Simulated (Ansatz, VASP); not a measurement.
## Two plane-wave programs on MgO

File POSCAR:

```
MgO
1.0
    2.9639079814      0.0000000000      0.0000000000
   -1.4819534863      2.5668197851      0.0000000000
    0.0000000000      0.0000000000      2.7032907320
Mg O
1 1
Direct
    0.0000000000      0.0000000000      0.0000000000
    0.3333333333      0.6666666667      0.5000000000
```

INCAR.step1

```
  PREC = Accurate
  ENCUT = 520
  ISMEAR = 0
  SIGMA = 0.01
  LREAL = F
  LASPH = T
  NELM = 80
  NBANDS = 11
  GGA = PE
  ALGO = Normal
  EDIFF = 1E-4
  LWAVE = T
  LCHARG = F
```

File INCAR.step2:

```
  PREC = Accurate
  ENCUT = 520
  EDIFF = 1E-6
  ISMEAR = 0
  SIGMA = 0.01
  LREAL = F
  LASPH = T
  NELM = 80
  ALGO = Normal
  ISIF = 2
  LWAVE = F
  LCHARG = F
  METAGGA = R2SCAN
  LMIXTAU = T
  NBANDS = 11
  ISTART = 1
```

Contents of KPOINTS:

```
regular mesh
0
Gamma
  12 12 8
```

Input for Ansatz:

```yaml
crystal:
  lattice:
    - [2.9639079814330573, 0.0, 0.0]
    - [-1.4819534863110153, 2.5668197851091783, 0.0]
    - [0.0, 0.0, 2.703290731988143]
  atoms:
    - { symbol: Mg, position: [0.0, 0.0, 0.0] }
    - { symbol: O, position: [0.3333333333333333, 0.6666666666666666, 0.5] }
basis:
  ecutwfc: 550.0
kpoints:
  mp_grid:
    grid: [12, 12, 8]
hamiltonian:
  xc: r2scan
  pseudopotentials:
    kind: paw
scf:
  occupations:
    method: fixed
output:
  stress: true
```

Alike in both runs: task single point; functional r2SCAN; k mesh 12 × 12 × 8; no spin polarisation.

|  | VASP | Ansatz |
| --- | --- | --- |
| version | VASP 6.6.1 | Ansatz 0.2.0 |
| potentials or method | VASP PAW PBE potentials, release 64 (Mg, O), cutoff 520 eV | plane waves, PAW |
| occupations | gaussian, width 0.01 eV | fixed |
| valence electrons in the cell | 8 | 16 |

Ansatz gave:

```
pressure (GPa)                                                : -8.5
traceless stress, the component that is largest in VASP (GPa) : -1.11
```

**Question.** Which values does VASP return?

**Answer.** Pressure (GPa): -9.5; traceless stress, the component that is largest in VASP (GPa): -1.26.

VASP's potentials were made for PBE, not for r2SCAN. VASP's potentials hold 8 valence electrons a cell and Ansatz's 16, so a difference there can come from the potentials and not from the codes.
